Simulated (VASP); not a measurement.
# W (Im-3m) in VASP: notebook

The runs below take W through single point, with r2SCAN+U.

Program: VASP 6.6.1. These are calculated values, not measurements. Logs are shortened: lines on timing, memory, paths and dates and some standing lists are left out, and cuts for length are marked.

### 1 The cell of the first run

Symmetry: Im-3m, No. 229, cubic system. Conventional cell: a = 3.192 Å, b = 3.192 Å, c = 3.192 Å, α = 90.00°, β = 90.00°, γ = 90.00°. W (site symmetry m-3m) has 14 W at 2.76 to 3.19 Å within 3.6 Å.

### 2 Single point, r2SCAN+U

POSCAR

```
W
1.0
   -1.5959048000      1.5959048000      1.5959048000
    1.5959048000     -1.5959048000      1.5959048000
    1.5959048000      1.5959048000     -1.5959048000
W
1
Direct
    0.0000000000      0.0000000000      0.0000000000
```

INCAR.step1

```
SYSTEM = W
PREC = Accurate ; ENCUT = 550
ISMEAR = -1 ; SIGMA = 0.1
LREAL = .False. ; LASPH = .True.
NELM = 200 ; LMAXMIX = 4
LDAU = .True. ; LDAUTYPE = 2
LDAUL = 2 ; LDAUU = 5
LDAUJ = 0 ; NBANDS = 13
GGA = PE ; ALGO = Normal
EDIFF = 1E-5 ; LWAVE = .True.
LCHARG = .False. ; GGA_COMPAT = .False.
```

INCAR.step2

```
SYSTEM = W
PREC = Accurate ; ENCUT = 550
EDIFF = 1E-6 ; ISMEAR = -1
SIGMA = 0.1 ; LREAL = .False.
LASPH = .True. ; NELM = 200
ALGO = Normal ; ISIF = 2
LWAVE = .False. ; LCHARG = .False.
LMAXMIX = 4 ; LDAU = .True.
LDAUTYPE = 2 ; LDAUL = 2
LDAUU = 5 ; LDAUJ = 0
LDAUPRINT = 1 ; METAGGA = R2SCAN
LMIXTAU = .True. ; NBANDS = 13
ISTART = 1 ; GGA_COMPAT = .False.
```

KPOINTS

```
Automatic mesh
0
Gamma
  8 8 8
  0 0 0
```

Potentials or basis: VASP PAW PBE potentials, release 64 (W_sv).

The run is started by

```console
$ cat potpaw_PBE.64/W_sv/POTCAR > POTCAR
$ cp INCAR.step1 INCAR
$ mpirun -np 1 vasp_std > vasp.out
$ cp INCAR.step2 INCAR
$ mpirun -np 1 vasp_std > vasp.out
```

OUTCAR:

```text
SYSTEM = W
   PREC = Accurate
   ENCUT = 550
   EDIFF = 1E-6
   ISMEAR = -1
   LREAL = .False.
   LASPH = .True.
   NELM = 200
   ISIF = 2
   METAGGA = R2SCAN
   ISTART = 1

 ion  position               nearest neighbor table
   1  0.000  0.000  0.000-

  LATTYP: Found a body centered cubic cell.
 ALAT       =     3.1918096000

  Lattice vectors:

 A1 = (  -1.5959048000,   1.5959048000,   1.5959048000)
 A2 = (   1.5959048000,  -1.5959048000,   1.5959048000)
 A3 = (   1.5959048000,   1.5959048000,  -1.5959048000)

Analysis of symmetry for initial positions (statically):
=====================================================================
 Subroutine PRICEL returns:
 Original cell was already a primitive cell.

 Routine SETGRP: Setting up the symmetry group for a
 body centered cubic supercell.

 Subroutine GETGRP returns: Found 48 space group operations
 (whereof 48 operations were pure point group operations)
 out of a pool of 48 trial point group operations.

The static configuration has the point symmetry O_h .

Analysis of symmetry for dynamics (positions and initial velocities):
=====================================================================
 Subroutine PRICEL returns:
 Original cell was already a primitive cell.

 Routine SETGRP: Setting up the symmetry group for a
 body centered cubic supercell.

 Subroutine GETGRP returns: Found 48 space group operations
 (whereof 48 operations were pure point group operations)
 out of a pool of 48 trial point group operations.

The dynamic configuration has the point symmetry O_h .

 Subroutine INISYM returns: Found 48 space group operations
 (whereof 48 operations are pure point group operations),
 and found     1 'primitive' translations

----------------------------------------------------------------------------------------

                                     Primitive cell

  volume of cell :      16.2585

  direct lattice vectors                    reciprocal lattice vectors
    -1.595904800  1.595904800  1.595904800     0.000000000  0.313301896  0.313301896
     1.595904800 -1.595904800  1.595904800     0.313301896  0.000000000  0.313301896
     1.595904800  1.595904800 -1.595904800     0.313301896  0.313301896  0.000000000

  length of vectors
     2.764188198  2.764188198  2.764188198     0.443075791  0.443075791  0.443075791

  position of ions in fractional coordinates (direct lattice)
     0.000000000  0.000000000  0.000000000

  ion indices of the primitive-cell ions
   primitive index   ion index
                 1           1

----------------------------------------------------------------------------------------

 KPOINTS: Automatic mesh

Automatic generation of k-mesh.
 Grid dimensions read from file:
 generate k-points for:    8    8    8

 Generating k-lattice:

  Cartesian coordinates                     Fractional coordinates (reciprocal lattice)
     0.000000000  0.039162737  0.039162737     0.125000000  0.000000000  0.000000000
     0.039162737  0.000000000  0.039162737     0.000000000  0.125000000  0.000000000
     0.039162737  0.039162737  0.000000000     0.000000000  0.000000000  0.125000000

  Length of vectors
     0.055384474  0.055384474  0.055384474

  Shift w.r.t. Gamma in fractional coordinates (k-lattice)
     0.000000000  0.000000000  0.000000000

 Subroutine IBZKPT returns following result:
 ===========================================

 Found     29 irreducible k-points:

 Following reciprocal coordinates:
            Coordinates               Weight
  0.000000  0.000000  0.000000      1.000000
  0.125000  0.000000  0.000000     12.000000
  0.250000  0.000000  0.000000     12.000000
  0.375000  0.000000  0.000000     12.000000
  0.500000  0.000000  0.000000      6.000000
  0.125000  0.125000  0.000000     24.000000
[... 16 lines left out ...]
 -0.250000  0.250000  0.250000      6.000000
 -0.375000  0.375000  0.250000     24.000000
 [... further k-points ...]
   k-points           NKPTS =     29   k-points in BZ     NKDIM =     29   number of bands    NBANDS=     13
   number of dos      NEDOS =    301   number of ions     NIONS =      1
   total plane-waves  NPLWV =  13824
   dimension x,y,z NGX =    24 NGY =   24 NGZ =   24
   dimension x,y,z NGXF=    48 NGYF=   48 NGZF=   48
   ions per type =               1
   NGX,Y,Z   is equivalent  to a cutoff of  14.43, 14.43, 14.43 a.u.
   NGXF,Y,Z  is equivalent  to a cutoff of  28.87, 28.87, 28.87 a.u.
 SYSTEM =  W
   PREC   = accura    normal or accurate (medium, high low for compatibility)
   ISTART =      1    job   : 0-new  1-cont  2-samecut
   ICHARG =      0    charge: 1-file 2-atom 10-const
   ISPIN  =      1    spin polarized calculation?
   LNONCOLLINEAR =      F non collinear calculations
   LSORBIT =      F    spin-orbit coupling
   LASPH  =      T    aspherical Exc in radial PAW
   ENCUT  =  550.0 eV  40.42 Ry    6.36 a.u.   5.29  5.29  5.29*2*pi/ulx,y,z
   NELM   =    200;   NELMIN=  2; NELMDL=  0     # of ELM steps
   EDIFF  = 0.1E-05   stopping-criterion for ELM
   LREAL  =      F    real-space projection
   EDIFFG = 0.1E-04   stopping-criterion for IOM
   NSW    =      0    number of steps for IOM
   IBRION =     -1    ionic relax: 0-MD 1-quasi-New 2-CG
   NFREE  =      0    steps in history (QN), initial steepest desc. (CG)
   ISIF   =      2    stress and relaxation
   ISYM   =      2    0-nonsym 1-usesym 2-fastsym
   POTIM  = 0.5000    time-step for ionic-motion
   TEBEG  =    0.0;   TEEND  =   0.0 temperature during run
   PSTRESS=    0.0 pullay stress
   NELECT =      14.0000    total number of electrons
   NUPDOWN=      -1.0000    fix difference up-down
   EMIN   =  10.00;   EMAX   =-10.00  energy-range for DOS
   EFERMI =   0.00;   METHOD = LEGACY
   ISMEAR =    -1;   SIGMA  =   0.10  broadening in eV -4-tet -1-fermi 0-gaus
   EFERMI_NEDOS =   21; number of points for ismear=-14 and -15
   IALGO  =     38    algorithm
   IMIX   =      4    mixing-type and parameters
     AMIX     =   0.40;   BMIX     =  1.00
     AMIX_MAG =   1.60;   BMIX_MAG =  1.00
  volume/ion in A,a.u.               =      16.26       109.72
  Fermi-wavevector in a.u.,A,eV,Ry     =   1.557485  2.943220 33.004461  2.425759
  Thomas-Fermi vector in A             =   2.661128
   LORBIT       =      0    0 simple, 1 ext, 2 COOP (PROOUT), +10 PAW based schemes
 LDA+U is selected, type is set to LDAUTYPE =  2
   angular momentum for each species LDAUL =     2
   U (eV)           for each species LDAUU =   5.0
   J (eV)           for each species LDAUJ =   0.0
   METAGGA = R2SCAN    functional components
   LHFCALC =     F    Hartree Fock is set to
   AEXX    =    0.0000 exact exchange contribution
   IVDW    =     0    specifies the selected vdW correction
   LEPSILON=     F    determine dielectric tensor
   LRPA    =     F    only Hartree local field effects (RPA)
 non-spin polarized calculation
  energy-cutoff  :      550.00
  volume of cell :       16.26
 maximum number of plane-waves:       490
 NGX is ok and might be reduce to    24
   NGX = 11   NGY = 11   NGZ = 11

atom =   1  type =  1  l = 2

 onsite density matrix

spin component  1

  0.4074 -0.0000  0.0000 -0.0000  0.0000
 -0.0000  0.4074 -0.0000 -0.0000 -0.0000
  0.0000 -0.0000  0.1959 -0.0000 -0.0000
 -0.0000 -0.0000 -0.0000  0.4074  0.0000
  0.0000 -0.0000 -0.0000  0.0000  0.1959

spin component  2

  0.4074 -0.0000  0.0000 -0.0000  0.0000
 -0.0000  0.4074 -0.0000 -0.0000 -0.0000
  0.0000 -0.0000  0.1959 -0.0000 -0.0000
 -0.0000 -0.0000 -0.0000  0.4074  0.0000
  0.0000 -0.0000 -0.0000  0.0000  0.1959

 occupancies and eigenvectors

  o =  0.1959  v =  0.0000  0.0000 -1.0000  0.0000 -0.0011  0.0000  0.0000  0.0000  0.0000  0.0000      0.0000  0.0000  0.0000  0.0000  0.0000  0.0000  0.0000  0.0000  0.0000  0.0000
  o =  0.1959  v =  0.0000  0.0000  0.0000  0.0000  0.0000  0.0000  0.0000 -1.0000  0.0000 -0.0011      0.0000  0.0000  0.0000  0.0000  0.0000  0.0000  0.0000  0.0000  0.0000  0.0000
  o =  0.1959  v =  0.0000  0.0000 -0.0011 -0.0000  1.0000  0.0000  0.0000  0.0000  0.0000  0.0000      0.0000  0.0000  0.0000  0.0000  0.0000  0.0000  0.0000  0.0000  0.0000  0.0000
  o =  0.1959  v =  0.0000  0.0000  0.0000  0.0000  0.0000  0.0000  0.0000 -0.0011 -0.0000  1.0000      0.0000  0.0000  0.0000  0.0000  0.0000  0.0000  0.0000  0.0000  0.0000  0.0000
  o =  0.4074  v =  0.0000  0.0000  0.0000  0.0000  0.0000  0.0000  0.9962  0.0000  0.0870 -0.0000      0.0000  0.0000  0.0000  0.0000  0.0000  0.0000  0.0000  0.0000  0.0000  0.0000
  o =  0.4074  v =  0.0000  0.9962  0.0000  0.0870 -0.0000  0.0000  0.0000  0.0000  0.0000  0.0000      0.0000  0.0000  0.0000  0.0000  0.0000  0.0000  0.0000  0.0000  0.0000  0.0000
  o =  0.4074  v =  0.0000  0.0000  0.0000  0.0000  0.0000  0.0000  0.0870 -0.0000 -0.9962 -0.0000      0.0000  0.0000  0.0000  0.0000  0.0000  0.0000  0.0000  0.0000  0.0000  0.0000
  o =  0.4074  v =  0.0000  0.0870 -0.0000 -0.9962 -0.0000  0.0000  0.0000  0.0000  0.0000  0.0000      0.0000  0.0000  0.0000  0.0000  0.0000  0.0000  0.0000  0.0000  0.0000  0.0000
  o =  0.4074  v =  1.0000  0.0000  0.0000  0.0000  0.0000  0.0000  0.0000  0.0000  0.0000  0.0000      0.0000  0.0000  0.0000  0.0000  0.0000  0.0000  0.0000  0.0000  0.0000  0.0000
  o =  0.4074  v =  0.0000  0.0000  0.0000  0.0000  0.0000  1.0000  0.0000  0.0000  0.0000  0.0000      0.0000  0.0000  0.0000  0.0000  0.0000  0.0000  0.0000  0.0000  0.0000  0.0000

 number of electron      14.0000002 magnetization

 Free energy of the ion-electron system (eV)
  ---------------------------------------------------
  ext. energy  EPLUGINS =         0.00000000
  ---------------------------------------------------
  free energy    TOTEN  =       -46.05031532 eV

  energy without entropy =      -46.04727761  energy(sigma->0) =      -46.04879646

 E-fermi :  11.1071     XC(G=0): -14.8109

 val. band max:       10.7411873940   @ k =   0.1250   0.0000   0.0000
 cond. band min:      11.3468653983   @ k =   0.5000   0.0000   0.0000
 fundamental gap:      0.6056780043
 Fermi energy:        11.1070659706

 k-point     1 :       0.0000    0.0000    0.0000
  band No.  band energies     occupation
      1     -65.3724      2.00000
      2     -28.2449      2.00000
      3     -28.2449      2.00000
      4     -28.2449      2.00000
      5       0.9403      2.00000
      6      10.0205      1.99996
      7      10.0205      1.99996
      8      10.0205      1.99996
      9      14.7437      0.00000
     10      14.7437      0.00000
     11      26.1217      0.00000
     12      26.1217      0.00000
     13      26.1217      0.00000
[... 354 lines left out ...]
  band No.  band energies     occupation
      1     -65.2054      2.00000
      2     -29.1813      2.00000
      3     -28.8307      2.00000
      4     -28.7130      2.00000
      5       6.8183      2.00000
      6       8.0429      2.00000
      7      10.6440      1.98068
      8      11.6261      0.01108
      9      14.9797      0.00000
     10      16.0263      0.00000
     11      25.0825      0.00000
     12      27.4124      0.00000
     13      28.9585      0.00000

 [... further k-points ...]
[... 5 lines left out ...]
  --------------------------------------------------------------------------------------
  -------------------------------------------------------------------------------------
  Total        0.9503312      0.9503312      0.9503312      0.0000000      0.0000000     -0.0000000
  in kB       93.6493249     93.6493249     93.6493249      0.0000000      0.0000000     -0.0000000
  external PRESSURE =      93.6493249 kB  Pullay stress =       0.0000000 kB

 VOLUME and BASIS-vectors are now :
 -----------------------------------------------------------------------------
  energy-cutoff  :      550.00
  volume of cell :       16.26
      direct lattice vectors                 reciprocal lattice vectors
    -1.595904800  1.595904800  1.595904800     0.000000000  0.313301896  0.313301896
     1.595904800 -1.595904800  1.595904800     0.313301896  0.000000000  0.313301896
     1.595904800  1.595904800 -1.595904800     0.313301896  0.313301896  0.000000000

 POSITION                                       TOTAL-FORCE (eV/Angst)
 -----------------------------------------------------------------------------------
      0.00000      0.00000      0.00000         0.000000      0.000000     -0.000000
 -----------------------------------------------------------------------------------
    total drift:                               -0.000000      0.000000      0.000000

  FREE ENERGIE OF THE ION-ELECTRON SYSTEM (eV)
  ---------------------------------------------------
  free  energy   TOTEN  =       -46.0503153163 eV

  energy  without entropy=      -46.0472776081  energy(sigma->0) =      -46.04879646
```

It took 46 s on 1 thread of Intel Xeon Platinum 8488C (Sapphire Rapids), shared host; peak memory 0.15 GiB.

Results:

- Free energy: -46.0503 eV
- Pressure: 9.4 GPa
- Band gap on the k mesh: zero (band 7 reaches 16.43 eV, above the bottom of band 8 at 10.02 eV)

Eigenvalues of the final occupation matrices:
```
    site  spin  trace               eigenvalues
site 1 d     1   1.61  0.20 0.20 0.41 0.41 0.41
site 1 d     2   1.61  0.20 0.20 0.41 0.41 0.41
```

Caveat: the PAW data sets were made with another functional, which shifts forces and pressure a little; spin-orbit coupling is left out, which moves the levels of the heavy elements; U without spin polarisation on a metal has little footing; the U is typed as a test and isn't derived for this compound.

### 3 Single point, r2SCAN+U

POSCAR is that of step 2.

INCAR.step1

```
PREC = Accurate ; ENCUT = 550
ISMEAR = -1 ; SIGMA = 0.1
LREAL = F ; LASPH = T
NELM = 200 ; LMAXMIX = 4
LDAU = T ; LDAUTYPE = 2
LDAUL = 2 ; LDAUU = 2
LDAUJ = 0 ; NBANDS = 13
GGA = PE ; ALGO = Normal
EDIFF = 1E-5 ; LWAVE = T
LCHARG = F ; GGA_COMPAT = F
```

INCAR.step2

```
PREC = Accurate ; ENCUT = 550
EDIFF = 1E-6 ; ISMEAR = -1
SIGMA = 0.1 ; LREAL = F
LASPH = T ; NELM = 200
ALGO = Normal ; ISIF = 2
LWAVE = F ; LCHARG = T
LMAXMIX = 4 ; LDAU = T
LDAUTYPE = 2 ; LDAUL = 2
LDAUU = 2 ; LDAUJ = 0
LDAUPRINT = 1 ; METAGGA = R2SCAN
LMIXTAU = T ; LELF = T
LVHAR = T ; NBANDS = 13
ISTART = 1 ; GGA_COMPAT = F
```

KPOINTS

```
Automatic mesh
0
Gamma
  8 8 8
```

Potentials or basis: VASP PAW PBE potentials, release 64 (W_sv).

The run is started by

```console
$ cat potpaw_PBE.64/W_sv/POTCAR > POTCAR
$ cp INCAR.step1 INCAR
$ mpirun -np 1 vasp_std > vasp.out
$ cp INCAR.step2 INCAR
$ mpirun -np 1 vasp_std > vasp.out
```

Wall time 46 s (1 thread of Intel Xeon Platinum 8488C (Sapphire Rapids), shared host); peak memory 0.15 GiB.

It converged, with:

* Free energy: -49.2083 eV
* Pressure: 0.1 GPa
* Band gap on the k mesh: zero (band 7 reaches 16.23 eV, above the bottom of band 8 at 9.83 eV)

Levels at points of the mesh, in eV from the Fermi level:
```tsv
k point	band 3	band 4	band 5	band 6	band 7	band 8	band 9	band 10	band 11	band 12
(0.00, 0.00, 0.00)	-39.08	-39.08	-9.98	-1.09	-1.09	-1.09	3.01	3.01	15.21	15.21
(0.50, 0.00, 0.00)	-39.49	-39.09	-6.23	-3.48	0.44	2.74	3.88	6.28	11.34	12.03
(0.50, 0.50, 0.50)	-39.96	-39.96	-5.41	-5.41	5.31	5.31	5.31	8.33	8.33	8.33
```

Eigenvalues of the final occupation matrices:
| site | spin | trace | eigenvalues |
| --- | --- | --- | --- |
| site 1 d | 1 | 1.65 | 0.22 0.22 0.40 0.40 0.40 |
| site 1 d | 2 | 1.65 | 0.22 0.22 0.40 0.40 0.40 |

Caveat: the PAW data sets were made with another functional, which shifts forces and pressure a little; spin-orbit coupling is left out, which moves the levels of the heavy elements; U without spin polarisation on a metal has little footing; the U is typed as a test and isn't derived for this compound.
